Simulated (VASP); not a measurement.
Wanted: the native input for a VASP 6.6.1 run.

| Quantity | Value |
| --- | --- |
| Task | single point |
| Functional | LDA |
| Potentials or basis | VASP PAW LDA potentials, release 64 (Au) |
| Cutoff | 520 eV |
| k mesh | 11 × 11 × 6 |
| Occupations | fermi-dirac, width 0.05 eV |
| Spin | no spin polarisation |
| Dipole correction | no |
| Further INCAR settings | ALGO = Normal; EDIFF = 1e-07; NBANDS = 18 |

The structure of Au lies in POSCAR:

```
Au
1.0
    2.8407997153      0.0000000000      0.0000000000
   -1.4203998576      2.4602047205      0.0000000000
    0.0000000000      0.0000000000      4.7803802105
Au
2
Direct
    0.6666666667      0.3333333333      0.2500000000
    0.3333333333      0.6666666667      0.7500000000
```

One way to write it, as run:

INCAR

```
SYSTEM = Au
PREC = Accurate ; ENCUT = 520
EDIFF = 1E-7 ; ISMEAR = -1
SIGMA = 0.05 ; LREAL = .False.
LASPH = .True. ; NELM = 80
ALGO = Normal ; ISIF = 2
LWAVE = .False. ; LCHARG = .False.
NBANDS = 18
```

KPOINTS

```
regular mesh
0
Gamma
  11 11 6
  0 0 0
```

Potentials or basis: VASP PAW LDA potentials, release 64 (Au).

Launch:

```bash
$ cat potpaw_LDA.64/Au/POTCAR > POTCAR
$ mpirun -np 1 vasp_std > vasp.out
```

Results of the run:

The pressure is -0.8 GPa and the band gap on the k mesh is zero (band 11 reaches 13.43 eV, above the bottom of band 12 at 6.92 eV).

Caveat: spin-orbit coupling is left out, which moves the levels of the heavy elements.

Run time: 29 s on 1 thread of Intel Xeon 8259CL, on a shared host, peak memory 0.16 GiB.
